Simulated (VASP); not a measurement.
Here is a VASP 6.6.1 calculation.

INCAR

```
SYSTEM = Rb2Cd
PREC     = Accurate       ! precision mode
ENCUT    = 520            ! plane-wave cutoff, eV
EDIFF    = 1E-6           ! SCF threshold, eV
ISMEAR   = 0              ! smearing method
SIGMA    = 0.1            ! smearing width, eV
LREAL    = .FALSE.        ! projectors in reciprocal space
LASPH    = .TRUE.         ! aspherical terms in the spheres
NELM     = 60             ! most SCF steps
ALGO     = Fast           ! electronic algorithm
ISIF     = 2              ! what is computed and relaxed
LWAVE    = .FALSE.        ! write WAVECAR
LCHARG   = .TRUE.         ! write CHGCAR
GGA      = PE             ! functional
LELF     = .TRUE.         ! ELF
LVHAR    = .TRUE.       
NBANDS   = 39             ! bands
```

File KPOINTS:

```
regular mesh
0
G
  4 4 4
  0 0 0
```

The input POSCAR:

```
Rb2Cd
1.0
    5.0457416145      0.0000000000      0.0000000000
    0.0000000000      5.0457416145      0.0000000000
    0.0000000000      0.0000000000      7.6988006447
Rb Cd
4 2
Direct
    0.0000000000      0.0000000000      0.0000000000
    0.5000000000      0.5000000000      0.0000000000
    0.0000000000      0.5000000000      0.2700000000
    0.5000000000      0.0000000000      0.7300000000
    0.0000000000      0.5000000000      0.7000000000
    0.5000000000      0.0000000000      0.3000000000
```

Potentials or basis: VASP PAW PBE potentials, release 64 (Rb_sv, Cd).

Launch:

```console
$ cat potpaw_PBE.64/Rb_sv/POTCAR potpaw_PBE.64/Cd/POTCAR > POTCAR
$ mpirun -np 1 vasp_std > vasp.out
```

Q: Predict the largest force.

A: 1.340 eV/Å.

Q: What does it give for the pressure?

A: 9.3 GPa.

Forces on the atoms (eV/Å):
```
Rb   0.000  0.000  0.000
Rb   0.000  0.000  0.000
Rb   0.000  0.000  1.340
Rb   0.000  0.000 -1.340
Cd   0.000  0.000 -0.408
Cd   0.000  0.000  0.408
```

Caveat: the cell stands under pressure; forces of over 1 eV/Å act on the atoms, so gaps and moduli don't describe the material at rest.
